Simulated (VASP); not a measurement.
**GaP: single point with r2SCAN**

The system is GaP.

```
Ga P
1.0
     0.00000    2.61156    2.61156
     2.61156    0.00000    2.61156
     2.61156    2.61156    0.00000
Ga P
1 1
Direct
  0.00000 0.00000 0.00000
  0.25000 0.25000 0.25000
```

```json
{
 "Program": "VASP 6.6.1",
 "Task": "single point",
 "Functional": "r2SCAN",
 "Potentials or basis": "VASP PAW PBE potentials, release 64 (Ga_d, P)",
 "Cutoff": "520 eV",
 "k mesh": "6 × 6 × 6",
 "Occupations": "fermi-dirac, width 0.1 eV",
 "Spin": "no spin polarisation"
}
```

| Quantity | Value |
| --- | --- |
| Pressure | 14.9 GPa |
| Band gap on the k mesh | 1.61 eV, indirect (least direct gap 3.49 eV) |

Levels at points of the mesh, in eV from the valence-band top:
| k point | band 7 | band 8 | band 9 | band 10 | band 11 | band 12 |
| --- | --- | --- | --- | --- | --- | --- |
| (0.00, 0.00, 0.00) | 0.00 | 0.00 | 0.00 | 3.49 | 4.11 | 4.11 |
| (0.50, 0.00, 0.00) | -7.68 | -1.38 | -1.38 | 2.45 | 4.97 | 4.97 |
| (0.50, 0.50, 0.00) | -7.64 | -3.30 | -3.30 | 1.61 | 1.93 | 12.33 |

Run time: 42 s on 1 thread of Intel(R) Xeon(R) Platinum 8375C CPU @ 2.90GHz (Ice Lake) (shared host), peak memory 0.16 GiB.

Caveat: the PAW data sets were made with another functional, which shifts forces and pressure a little. r2SCAN opens gaps a little over a GGA but as a rule still falls short of measured ones.
